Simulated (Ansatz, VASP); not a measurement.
## One calculation of Ta, two programs

File INCAR:

```
SYSTEM = Ta
PREC     = Accurate       ! precision mode
ENCUT    = 520            ! plane-wave cutoff, eV
EDIFF    = 1E-8           ! SCF threshold, eV
ISMEAR   = -1             ! smearing method
SIGMA    = 0.08           ! smearing width, eV
LREAL    = .FALSE.        ! projectors in reciprocal space
LASPH    = .TRUE.         ! aspherical terms in the spheres
NELM     = 60             ! most SCF steps
ALGO     = Normal         ! electronic algorithm
ISIF     = 2              ! what is computed and relaxed
LWAVE    = .FALSE.        ! write WAVECAR
LCHARG   = .FALSE.        ! write CHGCAR
GGA      = PE             ! functional
LEFG     = .TRUE.       
NBANDS   = 12             ! bands
```

KPOINTS

```
regular mesh
0
G
  17 17 17
  0 0 0
```

The input POSCAR:

```
Ta
1.0
   -1.6289626696      1.6289626696      1.6289626696
    1.6289626696     -1.6289626696      1.6289626696
    1.6289626696      1.6289626696     -1.6289626696
Ta
1
Direct
    0.0000000000      0.0000000000      0.0000000000
```

Input for Ansatz:

```yaml
crystal:
  lattice:
    - [-1.6289626696, 1.6289626696, 1.6289626696]
    - [1.6289626696, -1.6289626696, 1.6289626696]
    - [1.6289626696, 1.6289626696, -1.6289626696]
  atoms:
    - { symbol: Ta, position: [0.0, 0.0, 0.0] }
kpoints:
  mp_grid: { grid: [17, 17, 17] }
scf:
  occupations: { method: fermi_dirac, width: 0.08 }
hamiltonian:
  xc: pbe
  pseudopotentials: { kind: paw }
output:
  forces: true
  stress: true
  eigenvalues: true
  efg: { contact_densities: true }
```

Change from the starting cell: volume scaled by 0.96, PAW files.

Alike in both runs: task electric field gradients; functional PBE; k mesh 17 × 17 × 17; occupations fermi-dirac, width 0.08 eV; no spin polarisation.

```csv
,VASP,Ansatz
version,VASP 6.6.1,Ansatz 0.2.0
potentials or method,"VASP PAW PBE potentials, release 64 (Ta_pv)","PAW with Ansatz's default frozen-core files, scalar-relativistic"
plane-wave cutoff (eV),520,420
valence electrons in the cell,11,13
```

VASP gave:

```
pressure (GPa) : 12.5
```

Task: Estimate Ansatz's values.

Result: Pressure (GPa): 12.3.

VASP's potentials hold 11 valence electrons a cell and Ansatz's 13, so a difference there can come from the potentials and not from the codes.

Spin-orbit coupling is off throughout.
